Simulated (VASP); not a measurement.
Runs of VASP 6.6.1 on Si. The structure is that of space group Fmmm (No. 69), or close to it. The cells are those of the table. 

```tsv
cell	gap on the mesh (eV)	pressure (GPa)	largest force (eV/Å)
a = 5.584, b = 5.584, c = 4.968 Å, angles 97.7, 97.7, 139.6°, 4 atoms	none	-5.0	0.74
a = 5.507, b = 5.507, c = 5.044 Å, angles 97.7, 97.7, 139.0°, 4 atoms	none	-5.0	(a)
a = 5.341, b = 5.341, c = 4.881 Å, angles 98.2, 98.2, 137.6°, 4 atoms	none	-0.2	0.37
a = 5.418, b = 5.418, c = 4.805 Å, angles 98.2, 98.2, 138.3°, 4 atoms	none	(c)	(b)
a = 5.264, b = 5.264, c = 4.957 Å, angles 98.2, 98.2, 137.0°, 4 atoms	none	-0.1	0.25
a = 5.176, b = 5.176, c = 4.718 Å, angles 98.8, 98.8, 136.2°, 4 atoms	none	6.9	1.16
```

Alike in all rows: task single point; level PBE; potentials or basis VASP PAW PBE potentials, release 64 (Si); no spin polarisation; k mesh 10 × 10 × 10; cutoff (eV) 520; smearing gaussian 0.05 eV.

Estimate the missing entries.

(a) 0.64; (b) 0.50; (c) -0.3.

Caveats: forces of over 1 eV/Å act on the atoms, so gaps and moduli don't describe the material at rest (some runs).

A gap of «none» marks levels without a gap at the run's occupations.
